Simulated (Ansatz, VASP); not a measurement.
HCl in VASP and in Ansatz

```
CELL_PARAMETERS angstrom
0.00000 2.69644 2.77856
2.69644 0.00000 2.77856
2.69644 2.69644 0.00000
ATOMIC_POSITIONS crystal
H 0.00000 0.00000 0.00000
Cl 0.50000 0.50000 0.50000
```

Change from the starting cell: strain -0.015 along x and y, +0.015 along z, atoms carried along.

Alike in both runs: task single point; functional r2SCAN; k mesh 16 × 16 × 16; occupations gaussian, width 0.15 eV; no spin polarisation.

|  | VASP | Ansatz |
| --- | --- | --- |
| version | VASP 6.6.1 | Ansatz 0.2.0 |
| potentials or method | VASP PAW PBE potentials, release 64 (H, Cl), cutoff 520 eV | scalar-relativistic, plane waves, PAW |
| valence electrons in the cell | 8 | 8 |

Ansatz gave:

| Quantity | Value |
| --- | --- |
| gap on the k mesh at the Fermi level (eV) | none |
| pressure (GPa) | -10.1 |
| traceless stress, the component that is largest in VASP (GPa) | 1.64 |

**Question.** What did VASP give for the same quantities?

**Answer.** gap on the k mesh at the Fermi level (eV): none; pressure (GPa): -10.2; traceless stress, the component that is largest in VASP (GPa): 1.65.

VASP's potentials were made for PBE, not for r2SCAN. A gap of «none» marks a metal or a gap that the smearing closes. The functional is the same, so the differences come from potentials, cutoffs and numerics.
